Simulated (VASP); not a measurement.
# Pd (C2/m) in VASP: relaxation of cell and atoms with PBE

Aim: the relaxation of cell and atoms of Pd with PBE.

Program: VASP 6.6.1. These are calculated values, not measurements. Logs are shortened: lines on timing, memory, paths and dates and some standing lists are left out, and cuts for length are marked.

## 1. The cell of the first run

It takes space group C2/m (No. 12, monoclinic). Conventional cell: a = 5.656 Å, b = 3.373 Å, c = 7.490 Å, α = 90.00°, β = 102.17°, γ = 90.00°. Pd (site symmetry m) has 1 Pd at 1.48 Å within 2.0 Å. Pd (site symmetry m) has 1 Pd at 1.49 Å within 2.0 Å.

## 2. Relaxation of cell and atoms, PBE

File INCAR:

```
ALGO = Normal ; EDIFF = 1E-6
EDIFFG = -0.04 ; ENCUT = 600
GGA = PE ; IBRION = 2
ISIF = 3 ; ISMEAR = 0
LASPH = T ; LCHARG = F
LREAL = F ; LWAVE = F
NELM = 60 ; NSW = 90
PREC = Accurate ; SIGMA = 0.1
```

File KPOINTS:

```
k-points
0
Gamma
  6 6 4
```

File POSCAR:

```
Pd
1.0
    2.8280000451     -1.6865163905      0.0000000000
    2.8280000451      1.6865163905      0.0000000000
   -1.5795768543      0.0000000000      7.3219697748
Pd
4
Direct
    0.0504000000      0.0504000000      0.0996000000
    0.9496000000      0.9496000000      0.9004000000
    0.5050000000      0.5050000000      0.6000000000
    0.4950000000      0.4950000000      0.4000000000
```

Potentials or basis: VASP PAW PBE potentials, release 64 (Pd).

Command:

```console
$ cat potpaw_PBE.64/Pd/POTCAR > POTCAR
$ mpirun -np 1 vasp_std > vasp.out
```

OUTCAR:

```text
EDIFF = 1E-6
   EDIFFG = -0.04
   ENCUT = 600
   GGA = PE
   IBRION = 2
   ISIF = 3
   ISMEAR = 0
   LASPH = T
   LREAL = F
   NELM = 60
   NSW = 90
   PREC = Accurate

 ion  position               nearest neighbor table
   1  0.050  0.050  0.100-   2 1.48   4 2.88   4 2.88   4 3.00   2 3.40   2 3.40
   2  0.950  0.950  0.900-   1 1.48   3 2.88   3 2.88   3 3.00   1 3.40   1 3.40
   3  0.505  0.505  0.600-   4 1.49   2 2.88   2 2.88   2 3.00   4 3.40   4 3.40
   4  0.495  0.495  0.400-   3 1.49   1 2.88   1 2.88   1 3.00   3 3.40   3 3.40

 -----------------------------------------------------------------------------
|                                                                             |
|           W    W    AA    RRRRR   N    N  II  N    N   GGGG   !!!           |
|           W    W   A  A   R    R  NN   N  II  NN   N  G    G  !!!           |
|           W    W  A    A  R    R  N N  N  II  N N  N  G       !!!           |
|           W WW W  AAAAAA  RRRRR   N  N N  II  N  N N  G  GGG   !            |
|           WW  WW  A    A  R   R   N   NN  II  N   NN  G    G                |
|           W    W  A    A  R    R  N    N  II  N    N   GGGG   !!!           |
|                                                                             |
|     The distance between some ions is very small. Please check the          |
|     nearest-neighbor list in the OUTCAR file.                               |
|     I HOPE YOU KNOW WHAT YOU ARE DOING!                                     |
|                                                                             |
 -----------------------------------------------------------------------------

  LATTYP: Found a base centered monoclinic cell.
 ALAT       =     5.6560000902
 B/A-ratio  =     0.5963636364
 C/A-ratio  =     1.3243306311
 COS(beta)  =    -0.2108797750

  Lattice vectors:

 A1 = (   2.8280000451,  -1.6865163905,   0.0000000000)
 A2 = (   2.8280000451,   1.6865163905,   0.0000000000)
 A3 = (  -1.5795768543,   0.0000000000,   7.3219697748)

Analysis of symmetry for initial positions (statically):
=====================================================================
 Subroutine PRICEL returns:
 Original cell was already a primitive cell.

 Routine SETGRP: Setting up the symmetry group for a
 base centered monoclinic supercell.

 Subroutine GETGRP returns: Found  4 space group operations
 (whereof  4 operations were pure point group operations)
 out of a pool of  4 trial point group operations.

The static configuration has the point symmetry C_2h.

Analysis of symmetry for dynamics (positions and initial velocities):
=====================================================================
 Subroutine PRICEL returns:
 Original cell was already a primitive cell.

 Routine SETGRP: Setting up the symmetry group for a
 base centered monoclinic supercell.

 Subroutine GETGRP returns: Found  4 space group operations
 (whereof  4 operations were pure point group operations)
 out of a pool of  4 trial point group operations.

The dynamic configuration has the point symmetry C_2h.

 Subroutine INISYM returns: Found  4 space group operations
 (whereof  4 operations are pure point group operations),
 and found     1 'primitive' translations

----------------------------------------------------------------------------------------

                                     Primitive cell

  volume of cell :      69.8438

  direct lattice vectors                    reciprocal lattice vectors
     2.828000045 -1.686516391  0.000000000     0.176803392 -0.296469102  0.038141996
     2.828000045  1.686516391  0.000000000     0.176803392  0.296469102  0.038141996
    -1.579576854  0.000000000  7.321969775     0.000000000  0.000000000  0.136575270

  length of vectors
     3.292707365  3.292707365  7.490414169     0.347286884  0.347286884  0.136575270

  position of ions in fractional coordinates (direct lattice)
     0.050400000  0.050400000  0.099600000
     0.949600000  0.949600000  0.900400000
     0.505000000  0.505000000  0.600000000
     0.495000000  0.495000000  0.400000000

  ion indices of the primitive-cell ions
   primitive index   ion index
                 1           1
                 2           2
                 3           3
                 4           4

----------------------------------------------------------------------------------------

 KPOINTS: k-points

Automatic generation of k-mesh.
 Grid dimensions read from file:
 generate k-points for:    6    6    4

 Generating k-lattice:

  Cartesian coordinates                     Fractional coordinates (reciprocal lattice)
     0.029467232 -0.049411517  0.006356999     0.166666667 -0.000000000  0.000000000
     0.029467232  0.049411517  0.006356999    -0.000000000  0.166666667  0.000000000
     0.000000000  0.000000000  0.034143818     0.000000000  0.000000000  0.250000000

  Length of vectors
     0.057881147  0.057881147  0.034143818

  Shift w.r.t. Gamma in fractional coordinates (k-lattice)
     0.000000000  0.000000000  0.000000000

 Subroutine IBZKPT returns following result:
 ===========================================

 Found     47 irreducible k-points:

 Following reciprocal coordinates:
            Coordinates               Weight
  0.000000  0.000000  0.000000      1.000000
  0.166667 -0.000000  0.000000      4.000000
  0.333333 -0.000000  0.000000      4.000000
  0.500000 -0.000000  0.000000      2.000000
  0.166667  0.166667  0.000000      2.000000
  0.333333  0.166667  0.000000      4.000000
[... 16 lines left out ...]
 -0.333333  0.166667  0.250000      4.000000
 -0.166667  0.166667  0.250000      4.000000
 [... further k-points ...]
   k-points           NKPTS =     47   k-points in BZ     NKDIM =     47   number of bands    NBANDS=     24
   number of dos      NEDOS =    301   number of ions     NIONS =      4
   total plane-waves  NPLWV =  47040
   dimension x,y,z NGX =    28 NGY =   28 NGZ =   60
   dimension x,y,z NGXF=    56 NGYF=   56 NGZF=  120
   ions per type =               4
   NGX,Y,Z   is equivalent  to a cutoff of  14.14, 14.14, 13.32 a.u.
   NGXF,Y,Z  is equivalent  to a cutoff of  28.27, 28.27, 26.63 a.u.
 SYSTEM =  unknown system
   PREC   = accura    normal or accurate (medium, high low for compatibility)
   ISTART =      0    job   : 0-new  1-cont  2-samecut
   ICHARG =      2    charge: 1-file 2-atom 10-const
   ISPIN  =      1    spin polarized calculation?
   LNONCOLLINEAR =      F non collinear calculations
   LSORBIT =      F    spin-orbit coupling
   LASPH  =      T    aspherical Exc in radial PAW
   ENCUT  =  600.0 eV  44.10 Ry    6.64 a.u.   6.58  6.58 14.96*2*pi/ulx,y,z
   NELM   =     60;   NELMIN=  2; NELMDL= -5     # of ELM steps
   EDIFF  = 0.1E-05   stopping-criterion for ELM
   LREAL  =      F    real-space projection
   EDIFFG = -.4E-01   stopping-criterion for IOM
   NSW    =     90    number of steps for IOM
   IBRION =      2    ionic relax: 0-MD 1-quasi-New 2-CG
   NFREE  =      1    steps in history (QN), initial steepest desc. (CG)
   ISIF   =      3    stress and relaxation
   ISYM   =      2    0-nonsym 1-usesym 2-fastsym
   POTIM  = 0.5000    time-step for ionic-motion
   TEBEG  =    0.0;   TEEND  =   0.0 temperature during run
   PSTRESS=    0.0 pullay stress
   NELECT =      40.0000    total number of electrons
   NUPDOWN=      -1.0000    fix difference up-down
   EMIN   =  10.00;   EMAX   =-10.00  energy-range for DOS
   EFERMI =   0.00;   METHOD = LEGACY
   ISMEAR =     0;   SIGMA  =   0.10  broadening in eV -4-tet -1-fermi 0-gaus
   EFERMI_NEDOS =   21; number of points for ismear=-14 and -15
   IALGO  =     38    algorithm
   IMIX   =      4    mixing-type and parameters
     AMIX     =   0.40;   BMIX     =  1.00
     AMIX_MAG =   1.60;   BMIX_MAG =  1.00
  volume/ion in A,a.u.               =      17.46       117.83
  Fermi-wavevector in a.u.,A,eV,Ry     =   1.359520  2.569120 25.147566  1.848294
  Thomas-Fermi vector in A             =   2.486261
   LORBIT       =      0    0 simple, 1 ext, 2 COOP (PROOUT), +10 PAW based schemes
   GGA     = PE    functional components
   LHFCALC =     F    Hartree Fock is set to
   AEXX    =    0.0000 exact exchange contribution
   IVDW    =     0    specifies the selected vdW correction
   LEPSILON=     F    determine dielectric tensor
   LRPA    =     F    only Hartree local field effects (RPA)
 conjugate gradient relaxation of ions
 non-spin polarized calculation
 Gauss-broadening in eV      SIGMA  =   0.10
  energy-cutoff  :      600.00
  volume of cell :       69.84
 maximum number of plane-waves:      2357
 NGX is ok and might be reduce to    28
   NGX = 13   NGY = 13   NGZ = 29

--------------------------------------- Ionic step        1  -------------------------------------------

 number of electron      40.0000008 magnetization

 Free energy of the ion-electron system (eV)
  ---------------------------------------------------
  ext. energy  EPLUGINS =         0.00000000
  ---------------------------------------------------
  free energy    TOTEN  =         8.44109121 eV

  energy without entropy =        8.45813131  energy(sigma->0) =        8.44961126

------------------------ aborting loop because EDIFF is reached ----------------------------------------

  FORCE on cell =-STRESS in cart. coord.  units (eV):
  Direction    XX          YY          ZZ          XY          YZ          ZX
  --------------------------------------------------------------------------------------
  -------------------------------------------------------------------------------------
  Total       -0.8069256     -3.0548852     69.5974782      0.0000000      0.0000000     -0.4372656
  in kB      -18.5104156    -70.0773346   1596.5266799      0.0000000      0.0000000    -10.0306258
  external PRESSURE =     502.6463099 kB  Pullay stress =       0.0000000 kB
[... 1410 lines left out ...]
     23      12.4957      0.00000
     24      15.5036      0.00000

 [... further k-points ...]

[... ionic steps 4 to 49 ...]

--------------------------------------- Ionic step       50  -------------------------------------------

 number of electron      39.9999985 magnetization

------------------------ aborting loop because EDIFF is reached ----------------------------------------

  FORCE on cell =-STRESS in cart. coord.  units (eV):
  Direction    XX          YY          ZZ          XY          YZ          ZX
  --------------------------------------------------------------------------------------
  -------------------------------------------------------------------------------------
  Total        0.0003381     -0.0411938     -0.1744402      0.0000000      0.0000000     -0.0137680
  in kB        0.0088750     -1.0812456     -4.5786653      0.0000000      0.0000000     -0.3613795
  external PRESSURE =      -1.8836786 kB  Pullay stress =       0.0000000 kB
[... 61 lines left out ...]
  energy  without entropy=      -20.8516714135  energy(sigma->0) =      -20.87604608

--------------------------------------- Ionic step       52  -------------------------------------------

 number of electron      39.9999985 magnetization

 Free energy of the ion-electron system (eV)
  ---------------------------------------------------
  ext. energy  EPLUGINS =         0.00000000
  ---------------------------------------------------
  free energy    TOTEN  =       -20.90088137 eV

  energy without entropy =      -20.85232682  energy(sigma->0) =      -20.87660410

 E-fermi :   9.2014     XC(G=0): -12.9945

 val. band max:        9.2006336683   @ k =  -0.3333   0.5000   0.2500
 cond. band min:       9.2056811226   @ k =  -0.3333   0.1667   0.2500
 fundamental gap:      0.0050474542
 Fermi energy:         9.2013634937

 k-point     1 :       0.0000    0.0000    0.0000
  band No.  band energies     occupation
      1       2.3582      2.00000
      2       3.9830      2.00000
      3       3.9856      2.00000
      4       4.1817      2.00000
      5       6.4590      2.00000
      6       6.4634      2.00000
[... 670 lines left out ...]
  FREE ENERGIE OF THE ION-ELECTRON SYSTEM (eV)
  ---------------------------------------------------
  free  energy   TOTEN  =       -20.9008813738 eV

  energy  without entropy=      -20.8523268196  energy(sigma->0) =      -20.87660410

 reached required accuracy - stopping structural energy minimisation
```

Wall time 26 min (1 thread of Intel Xeon 6975P-C (Granite Rapids), shared host); peak memory 0.26 GiB.

What came out:

```yaml
Free_energy: -20.9009 eV
Relaxed_volume: 15.23 Å³/atom
Relaxed_cell: a = 2.771 Å, b = 2.771 Å, c = 9.295 Å, α = 98.85°, β = 98.85°, γ = 60.17°
Space_group_after_relaxing_to_0.1_Å: Fm-3m (No. 225)
Energy_gained_by_relaxing: 7335.5 meV/atom
Ionic_steps: 52
Pressure_after_relaxing: 0.2 GPa
Largest_force_after_relaxing: 0.034 eV/Å
```

Forces on the atoms (eV/Å):
```
Pd  -0.030  0.000  0.004
Pd   0.030  0.000 -0.004
Pd   0.005  0.000  0.033
Pd  -0.005  0.000 -0.033
```

Stress tensor (GPa, compression positive):
```
 0.32  0.00 -0.03
 0.00  0.36  0.00
-0.03  0.00 -0.21
```

The path:
| step | energy change (eV) | largest force (eV/Å) | pressure (GPa) | volume (Å³) |
| --- | --- | --- | --- | --- |
| 1 | 0.0000 | 27.8966 | 50.26 | 69.84 |
| 3 | -16.4038 | 1.3236 | -39.16 | 144.74 |
| 5 | -21.8723 | 3.6680 | -6.96 | 131.16 |
| 7 | -24.0769 | 3.9207 | 4.99 | 104.67 |
| 9 | -25.1570 | 0.1720 | -9.75 | 103.82 |
| 11 | -27.6332 | 3.5526 | 43.28 | 53.46 |
| 13 | -28.0827 | 3.5480 | 15.37 | 60.59 |
| 15 | -28.2132 | 2.9475 | 27.30 | 56.15 |
| 17 | -28.4993 | 2.2484 | 21.39 | 56.98 |
| 19 | -29.0131 | 0.6311 | 0.31 | 62.22 |
| 21 | -29.0238 | 0.4940 | -1.01 | 62.67 |
| 23 | -29.0637 | 0.2771 | 0.56 | 61.93 |
| 25 | -29.0663 | 0.2562 | 1.15 | 61.72 |
| 27 | -29.0770 | 0.2297 | -1.29 | 62.60 |
| 29 | -29.0952 | 0.3103 | 0.22 | 61.95 |
| 31 | -29.0983 | 0.3809 | 1.10 | 61.59 |
| 33 | -29.1207 | 0.4355 | 0.74 | 61.62 |
| 35 | -29.1903 | 0.7134 | -0.39 | 61.71 |
| 37 | -29.2828 | 0.3158 | 0.12 | 61.12 |
| 39 | -29.2997 | 0.2629 | -0.37 | 61.24 |
| 41 | -29.3154 | 0.1599 | 1.69 | 60.47 |
| 43 | -29.3246 | 0.1633 | 0.55 | 60.83 |
| 45 | -29.3358 | 0.1321 | -0.56 | 61.19 |
| 47 | -29.3377 | 0.1107 | 0.83 | 60.68 |
| 49 | -29.3397 | 0.0905 | 0.11 | 60.93 |
| 51 | -29.3415 | 0.0511 | -0.04 | 60.98 |
| 52 | -29.3420 | 0.0338 | 0.15 | 60.91 |

Final structure:
```
Pd
1.0
     2.39669   -1.38875   -0.05732
     2.39669    1.38875   -0.05732
    -1.43361    0.00000    9.18376
Pd
4
Direct
  0.12805 0.12805 0.37506
  0.87195 0.87195 0.62494
  0.62321 0.62321 0.87472
  0.37679 0.37679 0.12528
```

Caveat: the k points lie up to 0.44 Å⁻¹ apart in the final cell; the highest band is partly filled, so the run has too few bands; a cell axis changed by over 15 % at a fixed basis, so the end point is rough.
